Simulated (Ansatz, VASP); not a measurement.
**CeO2 in VASP and in Ansatz**

File INCAR:

```
SYSTEM = CeO2
PREC = Accurate
ENCUT = 910
EDIFF = 1E-6
ISMEAR = 0
SIGMA = 0.05
LREAL = .FALSE.
LASPH = .TRUE.
NELM = 200
ALGO = Normal
ISIF = 2
LWAVE = .FALSE.
LCHARG = .FALSE.
LMAXMIX = 6
LDAU = .TRUE.
LDAUTYPE = 2
LDAUL = 3 -1
LDAUU = 5 0
LDAUJ = 0 0
LDAUPRINT = 1
GGA = PE
NBANDS = 19
GGA_COMPAT = .FALSE.
```

File KPOINTS:

```
regular mesh
0
G
  12 12 12
  0 0 0
```

POSCAR

```
CeO2
1.0
    0.0000000000      2.6989366406      2.6989366406
    2.6989366406      0.0000000000      2.6989366406
    2.6989366406      2.6989366406      0.0000000000
Ce O
1 2
Direct
    0.0000000000      0.0000000000      0.0000000000
    0.2500000000      0.2500000000      0.2500000000
    0.7500000000      0.7500000000      0.7500000000
```

Input for Ansatz:

```yaml
crystal:
  lattice:
    - [0.0, 2.6989366406, 2.6989366406]
    - [2.6989366406, 0.0, 2.6989366406]
    - [2.6989366406, 2.6989366406, 0.0]
  atoms:
    - { symbol: Ce, position: [0.0, 0.0, 0.0] }
    - { symbol: O, position: [0.25, 0.25, 0.25] }
    - { symbol: O, position: [0.75, 0.75, 0.75] }
basis:
  ecutwfc: 420
  ecutrho_ratio: 4
kpoints:
  mp_grid: { grid: [12, 12, 12] }
hamiltonian:
  xc: pbe
  hubbard: { sites: [{ species: Ce, l: f, u_eff: 5.0 }] }
scf:
  occupations: { method: gaussian, width: 0.05 }
output:
  forces: true
  stress: true
  eigenvalues: true
  populations: true
  hubbard: { sites: [{ species: Ce, l: f }] }
```

Alike in both runs: task single point; functional PBE; k mesh 12 × 12 × 12; occupations gaussian, width 0.05 eV; no spin polarisation; Hubbard terms Ce f U = 5.0 eV.

|  | VASP | Ansatz |
| --- | --- | --- |
| version | VASP 6.6.1 | Ansatz 0.2.0 |
| potentials or method | VASP PAW PBE potentials, release 64 (Ce, O_h), cutoff 910 eV | scalar-relativistic, plane waves, PAW |
| valence electrons in the cell | 24 | 24 |

|  | VASP | Ansatz | Ansatz less VASP |
| --- | --- | --- | --- |
| gap on the k mesh at the Fermi level (eV) | 2.45 | 2.42 | -0.023 |
| least direct gap on the mesh (eV) | 2.66 | 2.58 | -0.074 |

The programs project onto different local orbitals, so the same U acts differently, and such runs can settle in different states.

Spin-orbit coupling is off throughout. Noted on VASP's run: the cutoff is short for stress, so the pressure is rough.
